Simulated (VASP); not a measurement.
Write the native input for VASP 6.6.1 that does the following.

| Quantity | Value |
| --- | --- |
| Task | single point |
| Functional | PBE |
| Potentials or basis | VASP PAW PBE potentials, release 64 (Ti_sv, W_sv) |
| Cutoff | 520 eV |
| k mesh | 6 × 6 × 1 |
| Occupations | gaussian, width 0.1 eV |
| Spin | collinear spin |
| Starting moments | [1.0, 1.0, 1.0, 1.0, 1.0, 1.0, 0.0, 0.0, 0.0, 0.0] μB |
| Dipole correction | no |
| Further INCAR settings | ALGO = Fast; EDIFF = 1e-06; NBANDS = 79 |

The structure of Ti3W2 lies in POSCAR:

```
Ti3W2
1.0
    2.8269889401      0.0000000000      0.0000000000
   -1.4134944701      2.4482442384      0.0000000000
    0.0000000000      0.0000000000     24.2565006080
Ti W
6 4
Direct
    0.3333333333      0.6666666667      0.9514371353
    0.3333333333      0.6666666667      0.3509833331
    0.3333333333      0.6666666667      0.5515136974
    0.6666666667      0.3333333333      0.0485628647
    0.6666666667      0.3333333333      0.4484863026
    0.6666666667      0.3333333333      0.6490166669
    0.3333333333      0.6666666667      0.7498893188
    0.3333333333      0.6666666667      0.1499908611
    0.6666666667      0.3333333333      0.8500091389
    0.6666666667      0.3333333333      0.2501106812
```

These files were run (other wordings do the same):

INCAR

```
SYSTEM = Ti3W2
PREC     = Accurate       ! precision mode
ENCUT    = 520            ! plane-wave cutoff, eV
EDIFF    = 1E-6           ! SCF threshold, eV
ISMEAR   = 0              ! smearing method
SIGMA    = 0.1            ! smearing width, eV
LREAL    = .False.        ! projectors in reciprocal space
LASPH    = .True.         ! aspherical terms in the spheres
NELM     = 150            ! most SCF steps
ALGO     = Fast           ! electronic algorithm
ISIF     = 2              ! what is computed and relaxed
LWAVE    = .False.        ! write WAVECAR
LCHARG   = .False.        ! write CHGCAR
ISPIN    = 2              ! spin polarisation
MAGMOM   = 1 1 1 1 1 1 0 0 0 0 ! initial moments
LORBIT   = 11             ! projections on sites
LMAXMIX  = 4              ! l up to which the mixer works
GGA      = PE             ! functional
NBANDS   = 79             ! bands
```

KPOINTS

```
regular mesh
0
Gamma
  6 6 1
  0 0 0
```

Potentials or basis: VASP PAW PBE potentials, release 64 (Ti_sv, W_sv).

Command:

```bash
$ cat potpaw_PBE.64/Ti_sv/POTCAR potpaw_PBE.64/W_sv/POTCAR > POTCAR
$ mpirun -np 1 vasp_std > vasp.out
```

Results of the run:

```
Pressure                                              : -0.2 GPa
Largest force                                         : 0.039 eV/Å
Band gap on the k mesh                                : zero (filled and empty bands overlap)
Net moment                                            : 0.00 μB per cell
Valence electrons inside the program's atomic spheres : Ti 10.31, 10.30 (each value once); W 11.97
```

Caveat: the k points lie up to 0.43 Å⁻¹ apart, too coarse for converged energies and pressures of a metal; spin-orbit coupling is left out, which moves the levels of the heavy elements.

Wall time 26 min on 1 thread of Intel Xeon 8259CL (shared host), peak memory 0.47 GiB.
